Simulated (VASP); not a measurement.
Write the native input for VASP 6.6.1 that does the following.

```yaml
Task: single point
Functional: LDA
Potentials_or_basis: VASP PAW LDA potentials, release 64 (Zr_sv, S)
Cutoff: 500 eV
k_mesh: 8 × 8 × 4
Occupations: gaussian, width 0.01 eV
Spin: no spin polarisation
Dipole_correction: no
Further_INCAR_settings: ALGO = Normal; EDIFF = 1e-06; NBANDS = 19
```

The structure of ZrS2 lies in POSCAR:

```
ZrS2
1.0
    3.6670471149      0.0000000000      0.0000000000
   -1.8335235575      3.1757559584      0.0000000000
    0.0000000000      0.0000000000      5.6104148844
Zr S
1 2
Direct
    0.0000000000      0.0000000000      0.0000000000
    0.6666666667      0.3333333333      0.7476201930
    0.3333333333      0.6666666667      0.2523798070
```

This cell differs from its parent crystal: film at in-plane strain +0.02.

One way to write it, as run:

INCAR

```
PREC = Accurate
ENCUT = 500
EDIFF = 1E-6
ISMEAR = 0
SIGMA = 0.01
LREAL = False
LASPH = True
NELM = 120
ALGO = Normal
ISIF = 2
LWAVE = False
LCHARG = False
GGA = CA
NBANDS = 19
GGA_COMPAT = False
```

KPOINTS

```
regular mesh
0
Gamma
  8 8 4
```

Potentials or basis: VASP PAW LDA potentials, release 64 (Zr_sv, S).

Launch:

```console
$ cat potpaw_LDA.64/Zr_sv/POTCAR potpaw_LDA.64/S/POTCAR > POTCAR
$ mpirun -np 1 vasp_std > vasp.out
```

It gave:

```yaml
Pressure: -2.0 GPa
Largest_force: 0.020 eV/Å
Band_gap_on_the_k_mesh: 0.60 eV (least direct gap 1.18 eV)
```

Caveat: the cell differs from its parent crystal (film at in-plane strain +0.02).

Run time: 16 s on 1 thread of Intel(R) Xeon(R) 6975P-C (Granite Rapids) (shared host), peak memory 0.17 GiB.
